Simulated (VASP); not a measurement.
Write the native input for VASP 6.6.1 that does the following.

```yaml
Task: relaxation of cell and atoms
Functional: r2SCAN
Potentials_or_basis: VASP PAW PBE potentials, release 64 (Mg, S)
Cutoff: 600 eV
k_mesh: 8 × 8 × 8
Occupations: fermi-dirac, width 0.02 eV
Spin: no spin polarisation
Dipole_correction: no
Further_INCAR_settings: ALGO = Normal; EDIFF = 1e-07; IBRION = 2; EDIFFG = -0.005; NSW = 80; ISIF = 3
```

The system is MgS.

```
Mg S
1.0
     0.00000    2.84861    2.84861
     2.84861    0.00000    2.84861
     2.84861    2.84861    0.00000
Mg S
1 1
Direct
  0.00000 0.00000 0.00000
  0.75000 0.75000 0.75000
```

The input as run:

POSCAR

```
MgS
1.0
    0.0000000000      2.8486069976      2.8486069976
    2.8486069976      0.0000000000      2.8486069976
    2.8486069976      2.8486069976      0.0000000000
Mg S
1 1
Direct
    0.0000000000      0.0000000000      0.0000000000
    0.7500000000      0.7500000000      0.7500000000
```

INCAR.step1

```
SYSTEM = MgS
PREC = Accurate ; ENCUT = 600
ISMEAR = -1 ; SIGMA = 0.02
LREAL = .False. ; LASPH = .True.
NELM = 60 ; GGA = PE
ALGO = Normal ; EDIFF = 1E-4
LWAVE = .True. ; LCHARG = .False.
```

INCAR.step2

```
SYSTEM = MgS
PREC = Accurate ; ENCUT = 600
EDIFF = 1E-7 ; ISMEAR = -1
SIGMA = 0.02 ; LREAL = .False.
LASPH = .True. ; NELM = 60
ALGO = Normal ; ISIF = 3
LWAVE = .False. ; LCHARG = .False.
METAGGA = R2SCAN ; LMIXTAU = .True.
IBRION = 2 ; NSW = 80
EDIFFG = -0.005 ; ISTART = 1
```

KPOINTS

```
regular mesh
0
Gamma
  8 8 8
  0 0 0
```

Potentials or basis: VASP PAW PBE potentials, release 64 (Mg, S).

Run with:

```console
$ cat potpaw_PBE.64/Mg/POTCAR potpaw_PBE.64/S/POTCAR > POTCAR
$ cp INCAR.step1 INCAR
$ mpirun -np 1 vasp_std > vasp.out
$ cp INCAR.step2 INCAR
$ mpirun -np 1 vasp_std > vasp.out
```

Results of the run:

- Relaxed volume: 22.59 Å³/atom
- Relaxed cell: a = 3.998 Å, b = 3.998 Å, c = 3.998 Å, α = 60.00°, β = 60.00°, γ = 60.00°
- Space group after relaxing (to 0.1 Å): F-43m (No. 216)
- Energy gained by relaxing: 2.2 meV/atom
- Ionic steps: 3
- Pressure after relaxing: 0.0 GPa
- Band gap on the k mesh: 4.15 eV

Caveat: the PAW data sets were made with another functional, which shifts forces and pressure a little.

It took 110 s on 1 thread of Intel(R) Xeon(R) Platinum 8259CL CPU @ 2.50GHz (Skylake/Cascade Lake), on a shared host, peak memory 0.2 GiB.
